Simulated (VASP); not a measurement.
A run of VASP 6.6.1 is set up as follows.

The input POSCAR:

```
Bi
1.0
   -1.9409818243      1.9409818243      1.9409818243
    1.9409818243     -1.9409818243      1.9409818243
    1.9409818243      1.9409818243     -1.9409818243
Bi
1
Direct
    0.0000000000      0.0000000000      0.0000000000
```

Contents of INCAR.step1:

```
SYSTEM = Bi
PREC     = Accurate       ! precision mode
ENCUT    = 550            ! plane-wave cutoff, eV
ISMEAR   = -1             ! smearing method
SIGMA    = 0.05           ! smearing width, eV
LREAL    = .FALSE.        ! projectors in reciprocal space
LASPH    = .TRUE.         ! aspherical terms in the spheres
NELM     = 120            ! most SCF steps
NBANDS   = 14             ! bands
GGA      = PE             ! functional
ALGO     = Normal         ! electronic algorithm
EDIFF    = 1E-5           ! SCF threshold, eV
LWAVE    = .TRUE.         ! write WAVECAR
LCHARG   = .FALSE.        ! write CHGCAR
GGA_COMPAT= .FALSE.
```

File INCAR.step2:

```
SYSTEM = Bi
PREC     = Accurate       ! precision mode
ENCUT    = 550            ! plane-wave cutoff, eV
EDIFF    = 1E-6           ! SCF threshold, eV
ISMEAR   = -1             ! smearing method
SIGMA    = 0.05           ! smearing width, eV
LREAL    = .FALSE.        ! projectors in reciprocal space
LASPH    = .TRUE.         ! aspherical terms in the spheres
NELM     = 120            ! most SCF steps
ALGO     = Normal         ! electronic algorithm
ISIF     = 2              ! what is computed and relaxed
LWAVE    = .FALSE.        ! write WAVECAR
LCHARG   = .FALSE.        ! write CHGCAR
METAGGA  = R2SCAN         ! meta-GGA
LMIXTAU  = .TRUE.       
NBANDS   = 14             ! bands
ISTART   = 1            
GGA_COMPAT= .FALSE.
```

Contents of KPOINTS:

```
Automatic mesh
0
G
  9 9 9
  0 0 0
```

Potentials or basis: VASP PAW PBE potentials, release 64 (Bi_d).

The run is started by

```bash
$ cat potpaw_PBE.64/Bi_d/POTCAR > POTCAR
$ cp INCAR.step1 INCAR
$ mpirun -np 1 vasp_std > vasp.out
$ cp INCAR.step2 INCAR
$ mpirun -np 1 vasp_std > vasp.out
```

Problem. What does it give for the pressure?

Solution. 4.0 GPa.

Caveat: the PAW data sets were made with another functional, which shifts forces and pressure a little.
